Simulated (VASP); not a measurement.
Crystal: AlAs.

```
Al As
1.0
     0.00000    2.86381    2.86381
     2.86381    0.00000    2.86381
     2.86381    2.86381    0.00000
Al As
1 1
Direct
  0.00000 0.00000 0.00000
  0.25000 0.25000 0.25000
```

```yaml
Program: VASP 6.6.1
Task: relaxation of cell and atoms
Functional: PBEsol
Potentials_or_basis: VASP PAW PBE potentials, release 64 (Al, As)
Cutoff: 500 eV
k_mesh: 8 × 8 × 8
Occupations: gaussian, width 0.02 eV
Spin: no spin polarisation
```

At the start: pressure -1.7 GPa; volume 23.49 Å³/atom.

Q: How do energy, volume and symmetry change on relaxing?

A: Over 3 steps the energy falls by 3.0 meV/atom and the volume is 22.93 Å³/atom (-2.4 %); space group F-43m (No. 216, to 0.1 Å) before and after.

The path:
```tsv
step	energy change (eV)	largest force (eV/Å)	pressure (GPa)	volume (Å³)
1	0.0000	0.0000	-1.66	46.97
2	-0.0046	0.0000	0.83	45.34
3	-0.0059	0.0000	0.00	45.85
```

Final structure:
```
CELL_PARAMETERS angstrom
0.00000 2.84085 2.84085
2.84085 0.00000 2.84085
2.84085 2.84085 0.00000
ATOMIC_POSITIONS crystal
Al 0.00000 0.00000 0.00000
As 0.25000 0.25000 0.25000
```

Caveat: the PAW data sets were made with another functional, which shifts forces and pressure a little.
